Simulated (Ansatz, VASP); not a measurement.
# Nb in VASP and in Ansatz

```xyz
1
Lattice="0.0000 2.2207 2.2207 2.2207 0.0000 2.2207 2.2207 2.2207 0.0000" Properties=species:S:1:pos:R:3 pbc="T T T"
Nb    0.0000    0.0000    0.0000
```

Change from the starting cell: strain +0.050 along x and y, +0.050 along z, atoms carried along.

Alike in both runs: task single point; functional PBE; k mesh 20 × 20 × 20; occupations gaussian, width 0.15 eV; no spin polarisation.

|  | VASP | Ansatz |
| --- | --- | --- |
| version | VASP 6.6.1 | Ansatz 0.2.0 |
| potentials or method | VASP PAW PBE potentials, release 64 (Nb_sv), cutoff 520 eV | scalar-relativistic, plane waves, PAW |
| valence electrons in the cell | 13 | 13 |

```tsv
	VASP	Ansatz	Ansatz less VASP
gap on the k mesh at the Fermi level (eV)	none	none	-
pressure (GPa)	-19.1	-18.9	+0.24
```

A gap of «none» marks a metal or a gap that the smearing closes.
